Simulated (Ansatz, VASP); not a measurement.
## Ge in VASP and in Ansatz

INCAR

```
SYSTEM = Ge
PREC = Accurate
ENCUT = 520
EDIFF = 1E-6
ISMEAR = 0
SIGMA = 0.15
LREAL = .FALSE.
LASPH = .TRUE.
NELM = 100
ALGO = Normal
ISIF = 2
LWAVE = .FALSE.
LCHARG = .FALSE.
GGA = PE
NBANDS = 21
```

KPOINTS

```
Automatic mesh
0
G
  14 14 14
  0 0 0
```

The input POSCAR:

```
Ge
1.0
    0.0000000000      2.7226911250      2.8287700000
    2.9348488750      0.0000000000      2.8287700000
    2.9348488750      2.7226911250      0.0000000000
Ge
2
Direct
    0.5000000000      0.5000000000      0.5000000000
    0.7500000000      0.7500000000      0.7500000000
```

Input for Ansatz:

```yaml
crystal:
  lattice:
    - [0.0, 2.722691125, 2.82877]
    - [2.934848875, 0.0, 2.82877]
    - [2.934848875, 2.722691125, 0.0]
  atoms:
    - { symbol: Ge, position: [0.5, 0.5, 0.5] }
    - { symbol: Ge, position: [0.75, 0.75, 0.75] }
basis:
  ecutwfc: 420
kpoints:
  mp_grid: { grid: [14, 14, 14] }
hamiltonian:
  xc: pbe
scf:
  occupations: { method: gaussian, width: 0.15 }
output:
  forces: true
  stress: true
  eigenvalues: true
```

Change from the starting cell: strain +0.0375 x Voigt [1, -1, 0, 0, 0, 0], atoms carried along.

Alike in both runs: task single point; functional PBE; k mesh 14 × 14 × 14; occupations gaussian, width 0.15 eV; no spin polarisation.

|  | VASP | Ansatz |
| --- | --- | --- |
| version | VASP 6.6.1 | Ansatz 0.2.0 |
| potentials or method | VASP PAW PBE potentials, release 64 (Ge_d), cutoff 520 eV | scalar-relativistic, plane waves, PAW |
| valence electrons in the cell | 28 | 28 |

```tsv
	VASP	Ansatz	Ansatz less VASP
gap on the k mesh at the Fermi level (eV)	0.06	0.05	-0.004
least direct gap on the mesh (eV)	0.26	0.26	0.000
pressure (GPa)	3.7	3.8	+0.09
traceless stress, the component that is largest in VASP (GPa)	-2.77	-2.77	+0.007
```
